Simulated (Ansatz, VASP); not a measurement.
# WC in VASP and in Ansatz

INCAR

```
PREC = Accurate ; ENCUT = 520
EDIFF = 1E-6 ; ISMEAR = 0
SIGMA = 0.15 ; LREAL = False
LASPH = True ; NELM = 80
ALGO = Normal ; ISIF = 2
LWAVE = False ; LCHARG = False
GGA = PS ; NBANDS = 16
```

Contents of KPOINTS:

```
Automatic mesh
0
Gamma
  18 18 18
```

File POSCAR:

```
WC
1.0
    0.0000000000      2.1049766400      2.0172692800
    2.1049766400      0.0000000000      2.0172692800
    2.1049766400      2.1049766400      0.0000000000
W C
1 1
Direct
    0.0000000000      0.0000000000      0.0000000000
    0.5000000000      0.5000000000      0.5000000000
```

Input for Ansatz:

```yaml
crystal:
  lattice:
    - [0.0, 2.10497664, 2.01726928]
    - [2.10497664, 0.0, 2.01726928]
    - [2.10497664, 2.10497664, 0.0]
  atoms:
    - { symbol: W, position: [0.0, 0.0, 0.0] }
    - { symbol: C, position: [0.5, 0.5, 0.5] }
basis:
  ecutwfc: 420
kpoints:
  mp_grid: { grid: [18, 18, 18] }
hamiltonian:
  xc: pbesol
scf:
  occupations: { method: gaussian, width: 0.15 }
output:
  forces: true
  stress: true
  eigenvalues: true
```

Change from the starting cell: strain -0.040 along x and y, -0.080 along z, atoms carried along.

Alike in both runs: task single point; functional PBEsol; k mesh 18 × 18 × 18; occupations gaussian, width 0.15 eV; no spin polarisation.

```csv
,VASP,Ansatz
version,VASP 6.6.1,Ansatz 0.2.0
potentials or method,"VASP PAW PBE potentials, release 64 (W_sv, C), cutoff 520 eV","scalar-relativistic, plane waves, PAW"
valence electrons in the cell,18,18
```

```tsv
	VASP	Ansatz	Ansatz less VASP
gap on the k mesh at the Fermi level (eV)	none	none	-
pressure (GPa)	76.1	74.0	-2.13
traceless stress, the component that is largest in VASP (GPa)	35.17	34.95	-0.227
```

VASP's potentials were made for PBE, not for PBEsol. A gap of «none» marks a metal or a gap that the smearing closes. Both programs put the cell under a high pressure, so it lies far from rest at this level. With one functional, cell and mesh, what is left measures potentials, basis and numerics.

Spin-orbit coupling is off throughout. Noted on VASP's run: the cell as given lies far from equilibrium.
